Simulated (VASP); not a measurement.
# MoS2 (R3m) in VASP: further runs

MoS2 is run at these levels: PBE; tasks: single point.

All numbers are computed with VASP 6.6.1; they aren't measurements. Logs are shortened: lines on timing, memory, paths and dates and some standing lists are left out, and cuts for length are marked.

**1. The cell of the first run**

It takes space group R3m (No. 160, trigonal). The conventional cell has a = 3.066 Å, b = 3.066 Å, c = 17.941 Å, α = 90.00°, β = 90.00°, γ = 120.00°. Mo (site symmetry 3m) has 6 S at 2.32 Å and 6 Mo at 3.07 Å within 3.1 Å. Within 3.1 Å of S (site symmetry 3m) lie 3 Mo at 2.32 Å and 7 S at 3.00 to 3.07 Å. S (site symmetry 3m) has 3 Mo at 2.32 Å and 7 S at 3.00 to 3.07 Å within 3.1 Å.

**2. Single point, PBE (volume changed by -10%)**

INCAR

```
SYSTEM = MoS2
PREC = Accurate ; ENCUT = 520
EDIFF = 1E-6 ; ISMEAR = 0
SIGMA = 0.01 ; LREAL = .FALSE.
LASPH = .TRUE. ; NELM = 80
ALGO = Normal ; ISIF = 2
LWAVE = .FALSE. ; LCHARG = .FALSE.
GGA = PE ; NBANDS = 20
```

KPOINTS

```
Automatic mesh
0
G
  4 4 4
  0 0 0
```

POSCAR

```
MoS2
1.0
    1.5328020009      0.8849636478      5.9801828926
   -1.5328020009      0.8849636478      5.9801828926
    0.0000000000     -1.7699272957      5.9801828926
Mo S
1 2
Direct
   -0.0000146006     -0.0000146006     -0.0000146006
    0.4170015125      0.4170015125      0.4170015125
    0.2496797548      0.2496797548      0.2496797548
```

Potentials or basis: VASP PAW PBE potentials, release 64 (Mo_sv, S).

Run with:

```console
$ cat potpaw_PBE.64/Mo_sv/POTCAR potpaw_PBE.64/S/POTCAR > POTCAR
$ mpirun -np 1 vasp_std > vasp.out
```

OUTCAR:

```text
SYSTEM = MoS2
   PREC = Accurate
   ENCUT = 520
   EDIFF = 1E-6
   ISMEAR = 0
   LREAL = .FALSE.
   LASPH = .TRUE.
   NELM = 80
   ISIF = 2
   GGA = PE

 ion  position               nearest neighbor table
   1  1.000  1.000  1.000-   3 2.32   3 2.32   3 2.32   2 2.32   2 2.32   2 2.32
   2  0.417  0.417  0.417-   1 2.32   1 2.32   1 2.32
   3  0.250  0.250  0.250-   1 2.32   1 2.32   1 2.32

  LATTYP: Found a trigonal (rhomboedric) cell.
 ALAT       =     6.2366040487
 COS(alpha) =     0.8791891977

  Lattice vectors:

 A1 = (   1.5328020009,   0.8849636478,   5.9801828926)
 A2 = (  -1.5328020009,   0.8849636478,   5.9801828926)
 A3 = (   0.0000000000,  -1.7699272957,   5.9801828926)

Analysis of symmetry for initial positions (statically):
=====================================================================
 Subroutine PRICEL returns:
 Original cell was already a primitive cell.

 Routine SETGRP: Setting up the symmetry group for a
 trigonal (rhombohedral) supercell.

 Subroutine GETGRP returns: Found  6 space group operations
 (whereof  6 operations were pure point group operations)
 out of a pool of 12 trial point group operations.

The static configuration has the point symmetry C_3v.

Analysis of symmetry for dynamics (positions and initial velocities):
=====================================================================
 Subroutine PRICEL returns:
 Original cell was already a primitive cell.

 Routine SETGRP: Setting up the symmetry group for a
 trigonal (rhombohedral) supercell.

 Subroutine GETGRP returns: Found  6 space group operations
 (whereof  6 operations were pure point group operations)
 out of a pool of 12 trial point group operations.

The dynamic configuration has the point symmetry C_3v.

 Subroutine INISYM returns: Found  6 space group operations
 (whereof  6 operations are pure point group operations),
 and found     1 'primitive' translations

----------------------------------------------------------------------------------------

                                     Primitive cell

  volume of cell :      48.6718

  direct lattice vectors                    reciprocal lattice vectors
     1.532802001  0.884963648  5.980182893     0.326199992  0.188331653  0.055739655
    -1.532802001  0.884963648  5.980182893    -0.326199992  0.188331653  0.055739655
     0.000000000 -1.769927296  5.980182893     0.000000000 -0.376663306  0.055739655

  length of vectors
     6.236604049  6.236604049  6.236604049     0.380765223  0.380765223  0.380765223

  position of ions in fractional coordinates (direct lattice)
     0.999985399  0.999985399  0.999985399
     0.417001513  0.417001513  0.417001513
     0.249679755  0.249679755  0.249679755

  ion indices of the primitive-cell ions
   primitive index   ion index
                 1           1
                 2           2
                 3           3

----------------------------------------------------------------------------------------

 KPOINTS: Automatic mesh

Automatic generation of k-mesh.
 Grid dimensions read from file:
 generate k-points for:    4    4    4

 Generating k-lattice:

  Cartesian coordinates                     Fractional coordinates (reciprocal lattice)
     0.081549998  0.047082913  0.013934914     0.250000000  0.000000000  0.000000000
    -0.081549998  0.047082913  0.013934914     0.000000000  0.250000000  0.000000000
     0.000000000 -0.094165827  0.013934914     0.000000000  0.000000000  0.250000000

  Length of vectors
     0.095191306  0.095191306  0.095191306

  Shift w.r.t. Gamma in fractional coordinates (k-lattice)
     0.000000000  0.000000000  0.000000000

 Subroutine IBZKPT returns following result:
 ===========================================

 Found     13 irreducible k-points:

 Following reciprocal coordinates:
            Coordinates               Weight
  0.000000  0.000000  0.000000      1.000000
  0.250000  0.000000 -0.000000      6.000000
  0.500000  0.000000 -0.000000      3.000000
  0.250000  0.250000 -0.000000      6.000000
  0.500000  0.250000  0.000000     12.000000
 -0.250000  0.250000  0.000000      6.000000
  0.500000  0.500000 -0.000000      3.000000
  0.250000  0.250000  0.250000      2.000000
  0.500000  0.250000  0.250000      6.000000
 -0.250000  0.250000  0.250000      6.000000
  0.500000  0.500000  0.250000      6.000000
 -0.250000  0.500000  0.250000      6.000000
  0.500000  0.500000  0.500000      1.000000
   k-points           NKPTS =     13   k-points in BZ     NKDIM =     13   number of bands    NBANDS=     20
   number of dos      NEDOS =    301   number of ions     NIONS =      3
   total plane-waves  NPLWV = 110592
   dimension x,y,z NGX =    48 NGY =   48 NGZ =   48
   dimension x,y,z NGXF=    96 NGYF=   96 NGZF=   96
   ions per type =               1   2
   NGX,Y,Z   is equivalent  to a cutoff of  12.80, 12.80, 12.80 a.u.
   NGXF,Y,Z  is equivalent  to a cutoff of  25.59, 25.59, 25.59 a.u.
 SYSTEM =  MoS2
   PREC   = accura    normal or accurate (medium, high low for compatibility)
   ISTART =      0    job   : 0-new  1-cont  2-samecut
   ICHARG =      2    charge: 1-file 2-atom 10-const
   ISPIN  =      1    spin polarized calculation?
   LNONCOLLINEAR =      F non collinear calculations
   LSORBIT =      F    spin-orbit coupling
   LASPH  =      T    aspherical Exc in radial PAW
   ENCUT  =  520.0 eV  38.22 Ry    6.18 a.u.  11.60 11.60 11.60*2*pi/ulx,y,z
   NELM   =     80;   NELMIN=  2; NELMDL= -5     # of ELM steps
   EDIFF  = 0.1E-05   stopping-criterion for ELM
   LREAL  =      F    real-space projection
   EDIFFG = 0.1E-04   stopping-criterion for IOM
   NSW    =      0    number of steps for IOM
   IBRION =     -1    ionic relax: 0-MD 1-quasi-New 2-CG
   NFREE  =      0    steps in history (QN), initial steepest desc. (CG)
   ISIF   =      2    stress and relaxation
   ISYM   =      2    0-nonsym 1-usesym 2-fastsym
   POTIM  = 0.5000    time-step for ionic-motion
   TEBEG  =    0.0;   TEEND  =   0.0 temperature during run
   PSTRESS=    0.0 pullay stress
   NELECT =      26.0000    total number of electrons
   NUPDOWN=      -1.0000    fix difference up-down
   EMIN   =  10.00;   EMAX   =-10.00  energy-range for DOS
   EFERMI =   0.00;   METHOD = LEGACY
   ISMEAR =     0;   SIGMA  =   0.01  broadening in eV -4-tet -1-fermi 0-gaus
   EFERMI_NEDOS =   21; number of points for ismear=-14 and -15
   IALGO  =     38    algorithm
   IMIX   =      4    mixing-type and parameters
     AMIX     =   0.40;   BMIX     =  1.00
     AMIX_MAG =   1.60;   BMIX_MAG =  1.00
  volume/ion in A,a.u.               =      16.22       109.48
  Fermi-wavevector in a.u.,A,eV,Ry     =   1.328333  2.510185 24.007043  1.764468
  Thomas-Fermi vector in A             =   2.457578
   LORBIT       =      0    0 simple, 1 ext, 2 COOP (PROOUT), +10 PAW based schemes
   GGA     = PE    functional components
   LHFCALC =     F    Hartree Fock is set to
   AEXX    =    0.0000 exact exchange contribution
   IVDW    =     0    specifies the selected vdW correction
   LEPSILON=     F    determine dielectric tensor
   LRPA    =     F    only Hartree local field effects (RPA)
 non-spin polarized calculation
 Gauss-broadening in eV      SIGMA  =   0.01
  energy-cutoff  :      520.00
  volume of cell :       48.67
 maximum number of plane-waves:      1322
 NGX is ok and might be reduce to    48
   NGX = 23   NGY = 23   NGZ = 23

 number of electron      26.0000002 magnetization

 Free energy of the ion-electron system (eV)
  ---------------------------------------------------
  ext. energy  EPLUGINS =         0.00000000
  ---------------------------------------------------
  free energy    TOTEN  =       -21.49807234 eV

  energy without entropy =      -21.49807234  energy(sigma->0) =      -21.49807234

 E-fermi :   9.0603     XC(G=0): -11.2749

 val. band max:        8.9287472696   @ k =   0.5000   0.5000   0.5000
 cond. band min:      10.1509189791   @ k =  -0.2500   0.2500   0.0000
 fundamental gap:      1.2221717096
 Fermi energy:         9.0602824148

 k-point     1 :       0.0000    0.0000    0.0000
  band No.  band energies     occupation
      1     -52.6427      2.00000
      2     -26.9055      2.00000
      3     -26.5629      2.00000
      4     -26.5629      2.00000
      5      -6.8651      2.00000
      6      -4.8468      2.00000
[... 12 lines left out ...]
     19      17.3332      0.00000
     20      17.7792      0.00000

 k-point     2 :       0.2500    0.0000   -0.0000
  band No.  band energies     occupation
      1     -52.6108      2.00000
      2     -26.8548      2.00000
      3     -26.8444      2.00000
      4     -26.6284      2.00000
      5      -5.8500      2.00000
      6      -4.5971      2.00000
[... 12 lines left out ...]
     19      17.2753      0.00000
     20      18.2973      0.00000

 k-point     3 :       0.5000    0.0000   -0.0000
  band No.  band energies     occupation
      1     -52.5786      2.00000
      2     -27.1347      2.00000
      3     -26.7825      2.00000
      4     -26.6930      2.00000
      5      -4.5045      2.00000
      6      -4.2990      2.00000
[... 12 lines left out ...]
     19      15.7131      0.00000
     20      16.6705      0.00000

 k-point     4 :       0.2500    0.2500   -0.0000
  band No.  band energies     occupation
      1     -52.6108      2.00000
      2     -26.8548      2.00000
      3     -26.8444      2.00000
      4     -26.6284      2.00000
      5      -5.8089      2.00000
      6      -4.6621      2.00000
[... 12 lines left out ...]
     19      17.1051      0.00000
     20      18.4886      0.00000

 k-point     5 :       0.5000    0.2500    0.0000
  band No.  band energies     occupation
      1     -52.5786      2.00000
      2     -27.0307      2.00000
      3     -26.8028      2.00000
      4     -26.7826      2.00000
      5      -4.5106      2.00000
      6      -4.2846      2.00000
[... 12 lines left out ...]
     19      17.2031      0.00000
     20      17.7350      0.00000

 k-point     6 :      -0.2500    0.2500    0.0000
  band No.  band energies     occupation
      1     -52.5786      2.00000
      2     -27.0307      2.00000
      3     -26.8028      2.00000
      4     -26.7826      2.00000
      5      -4.5548      2.00000
      6      -4.2347      2.00000
[... 12 lines left out ...]
     19      16.8975      0.00000
     20      18.1995      0.00000

 k-point     7 :       0.5000    0.5000   -0.0000
  band No.  band energies     occupation
      1     -52.5786      2.00000
      2     -27.1347      2.00000
      3     -26.7825      2.00000
      4     -26.6930      2.00000
      5      -4.4247      2.00000
      6      -4.3930      2.00000
[... 12 lines left out ...]
     19      16.2115      0.00000
     20      17.1181      0.00000

 k-point     8 :       0.2500    0.2500    0.2500
  band No.  band energies     occupation
      1     -52.6427      2.00000
      2     -26.9056      2.00000
      3     -26.5629      2.00000
      4     -26.5629      2.00000
      5      -6.7379      2.00000
      6      -5.0945      2.00000
[... 12 lines left out ...]
     19      17.5125      0.00000
     20      18.4902      0.00000

 k-point     9 :       0.5000    0.2500    0.2500
  band No.  band energies     occupation
      1     -52.6108      2.00000
      2     -26.8548      2.00000
      3     -26.8444      2.00000
      4     -26.6284      2.00000
      5      -5.6829      2.00000
      6      -4.8399      2.00000
[... 12 lines left out ...]
     19      17.2492      0.00000
     20      18.1436      0.00000

 k-point    10 :      -0.2500    0.2500    0.2500
  band No.  band energies     occupation
      1     -52.5786      2.00000
      2     -27.1347      2.00000
      3     -26.7825      2.00000
      4     -26.6930      2.00000
      5      -4.4780      2.00000
      6      -4.3327      2.00000
[... 12 lines left out ...]
     19      16.0076      0.00000
     20      17.3652      0.00000

 k-point    11 :       0.5000    0.5000    0.2500
  band No.  band energies     occupation
      1     -52.6108      2.00000
      2     -26.8548      2.00000
      3     -26.8445      2.00000
      4     -26.6284      2.00000
      5      -5.6150      2.00000
      6      -4.9302      2.00000
[... 12 lines left out ...]
     19      17.2600      0.00000
     20      18.3226      0.00000

 k-point    12 :      -0.2500    0.5000    0.2500
  band No.  band energies     occupation
      1     -52.5786      2.00000
      2     -27.0307      2.00000
      3     -26.8028      2.00000
      4     -26.7827      2.00000
      5      -4.4036      2.00000
      6      -4.3972      2.00000
[... 12 lines left out ...]
     19      16.7931      0.00000
     20      17.9156      0.00000

 k-point    13 :       0.5000    0.5000    0.5000
  band No.  band energies     occupation
      1     -52.6427      2.00000
      2     -26.9057      2.00000
      3     -26.5629      2.00000
      4     -26.5629      2.00000
      5      -6.5694      2.00000
      6      -5.3740      2.00000
[... 12 lines left out ...]
     19      17.7538      0.00000
     20      19.0078      0.00000

------------------------ aborting loop because EDIFF is reached ----------------------------------------

  FORCE on cell =-STRESS in cart. coord.  units (eV):
  Direction    XX          YY          ZZ          XY          YZ          ZX
  --------------------------------------------------------------------------------------
  -------------------------------------------------------------------------------------
  Total        6.2176321      6.2176321      7.3159709      0.0000000     -0.0000000      0.0000000
  in kB      204.6719812    204.6719812    240.8270945      0.0000000     -0.0000000      0.0000000
  external PRESSURE =     216.7236856 kB  Pullay stress =       0.0000000 kB

 VOLUME and BASIS-vectors are now :
 -----------------------------------------------------------------------------
  energy-cutoff  :      520.00
  volume of cell :       48.67
      direct lattice vectors                 reciprocal lattice vectors
     1.532802001  0.884963648  5.980182893     0.326199992  0.188331653  0.055739655
    -1.532802001  0.884963648  5.980182893    -0.326199992  0.188331653  0.055739655
     0.000000000 -1.769927296  5.980182893     0.000000000 -0.376663306  0.055739655

 POSITION                                       TOTAL-FORCE (eV/Angst)
 -----------------------------------------------------------------------------------
      0.00000     -0.00000     17.94029         0.000000      0.000000     -0.006997
      0.00000     -0.00000      7.48124         0.000000     -0.000000      2.021867
      0.00000     -0.00000      4.47939         0.000000      0.000000     -2.014871
 -----------------------------------------------------------------------------------
    total drift:                               -0.000000     -0.000000      0.000034

  FREE ENERGIE OF THE ION-ELECTRON SYSTEM (eV)
  ---------------------------------------------------
  free  energy   TOTEN  =       -21.4980723353 eV

  energy  without entropy=      -21.4980723353  energy(sigma->0) =      -21.49807234
```

Run time: 35 s. Hardware: 1 thread of Intel Xeon Platinum 8259CL at 2.50GHz (Skylake/Cascade Lake), shared host; peak memory 0.3 GiB.

Results:

```yaml
Free_energy: -21.4981 eV
Pressure: 21.7 GPa
Largest_force: 2.022 eV/Å
Band_gap_on_the_k_mesh: 1.22 eV, indirect (least direct gap 2.26 eV)
```

Forces in eV/Å, atoms in the order of the input:
```
Mo   0.000  0.000 -0.007
S    0.000  0.000  2.022
S    0.000  0.000 -2.015
```

Stress tensor (GPa, compression positive):
```
20.47  0.00  0.00
 0.00 20.47  0.00
 0.00  0.00 24.08
```

Caveat: the k points lie up to 0.60 Å⁻¹ apart; forces of over 1 eV/Å act on the atoms, so gaps and moduli don't describe the material at rest. A k mesh can miss the band edges.

[end of part 1 of 2]
